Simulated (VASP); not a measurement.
Li:

```
CELL_PARAMETERS angstrom
3.11100 0.00000 0.00000
-1.55550 2.69421 0.00000
0.00000 0.00000 5.09300
ATOMIC_POSITIONS crystal
Li 0.33333 0.66667 0.25000
Li 0.66667 0.33333 0.75000
```

* Program: VASP 6.6.1
* Task: relaxation of cell and atoms
* Functional: BLYP
* Dispersion: D3(BJ)
* Potentials or basis: VASP PAW PBE potentials, release 64 (Li_sv)
* Cutoff: 600 eV
* k mesh: 9 × 9 × 5
* Occupations: methfessel-paxton, width 0.1 eV
* Spin: no spin polarisation

At the start: pressure -3.5 GPa; volume 21.34 Å³/atom.

Q: How do energy, volume and symmetry change on relaxing?

A: Over 11 steps the energy falls by 82.3 meV/atom and the volume is 15.57 Å³/atom (-27.1 %); space group P6_3/mmc (No. 194, to 0.05 Å).

The path:
```tsv
step	energy change (eV)	largest force (eV/Å)	pressure (GPa)	volume (Å³)
1	0.0000	0.0000	-3.47	42.69
2	-0.0589	0.0000	-3.08	39.90
3	-0.1536	0.0000	-1.31	33.56
4	0.0426	0.0000	9.68	22.95
5	-0.1640	0.0000	-0.35	31.63
6	-0.1646	0.0000	-0.01	31.04
7	-0.1646	0.0000	-0.14	31.25
8	-0.1646	0.0000	-0.13	31.24
9	-0.1646	0.0000	-0.14	31.23
10	-0.1646	0.0000	-0.11	31.21
11	-0.1646	0.0000	-0.06	31.13
```

Final structure:
```xyz
2
Lattice="2.7633 0.0000 0.0000 -1.3816 2.3931 0.0000 0.0000 0.0000 4.7080" Properties=species:S:1:pos:R:3 pbc="T T T"
Li    0.0000    1.5954    1.1770
Li    1.3816    0.7977    3.5310
```

Caveat: the cutoff is under 1.25 times the usual one of these potentials, so pressure, stress and relaxed cells hold a basis-set (Pulay) error; the volume moved by over 15 % at a fixed basis, so the end points are rough; the PAW data sets were made with another functional, which shifts forces and pressure a little; the volume moved by -27 % from the deposited cell, more than functionals usually miss; pairwise dispersion overbinds metals, which lowers pressure and volume.
